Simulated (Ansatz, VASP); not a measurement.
SrO in VASP and in Ansatz

```
Sr O
1.0
     0.00000    2.69780    2.69780
     2.69780    0.00000    2.69780
     2.69780    2.69780    0.00000
Sr O
1 1
Cartesian
  0.0000 0.0000 0.0000
  1.3489 1.3489 1.3489
```

Alike in both runs: task single point; functional PBE; k mesh 10 × 10 × 10; occupations gaussian, width 0.02 eV; no spin polarisation.

```csv
,VASP,Ansatz
version,VASP 6.6.1,Ansatz 0.2.0
potentials or method,"VASP PAW PBE potentials, release 64 (Sr_sv, O), cutoff 600 eV","scalar-relativistic, plane waves, PAW"
valence electrons in the cell,16,16
```

|  | VASP | Ansatz | Ansatz less VASP |
| --- | --- | --- | --- |
| gap on the k mesh at the Fermi level (eV) | 2.80 | 2.79 | -0.009 |
| least direct gap on the mesh (eV) | 3.89 | 3.87 | -0.014 |
| pressure (GPa) | 9.8 | 9.2 | -0.65 |
